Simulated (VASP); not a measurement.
Here is a VASP 6.6.1 calculation.

Contents of INCAR:

```
SYSTEM = ZrPbO3
ALGO = Normal ; EDIFF = 1E-6
ENCUT = 600 ; GGA_COMPAT = .False.
ISIF = 2 ; ISMEAR = 0
LASPH = .True. ; LCHARG = .False.
LREAL = .False. ; LWAVE = .False.
NBANDS = 30 ; NELM = 120
PREC = Accurate ; SIGMA = 0.05
```

Contents of KPOINTS:

```
k-points
0
Gamma
  6 6 6
  0 0 0
```

The input POSCAR:

```
ZrPbO3
1.0
    4.2089330000      0.0000000000      0.0000000000
    0.0000000000      4.2089330000      0.0000000000
    0.0000000000      0.0000000000      4.2089330000
Zr Pb O
1 1 3
Direct
    0.0000000000      0.0000000000      0.0000000000
    0.5000000000      0.5000000000      0.5000000000
    0.5000000000      0.0000000000      0.0000000000
    0.0000000000      0.0000000000      0.5000000000
    0.0000000000      0.5000000000      0.0000000000
```

Potentials or basis: VASP PAW LDA potentials, release 64 (Zr_sv, Pb_d, O).

Launch:

```bash
$ cat potpaw_LDA.64/Zr_sv/POTCAR potpaw_LDA.64/Pb_d/POTCAR potpaw_LDA.64/O/POTCAR > POTCAR
$ mpirun -np 1 vasp_std > vasp.out
```

Question: Estimate the pressure.

Answer: -10.9 GPa.

Question: Predict the band gap on the k mesh.

Answer: 2.17 eV (least direct gap 2.31 eV).

Caveat: the cell stands under tension; spin-orbit coupling is left out, which moves the levels of the heavy elements. A k mesh can miss the band edges.
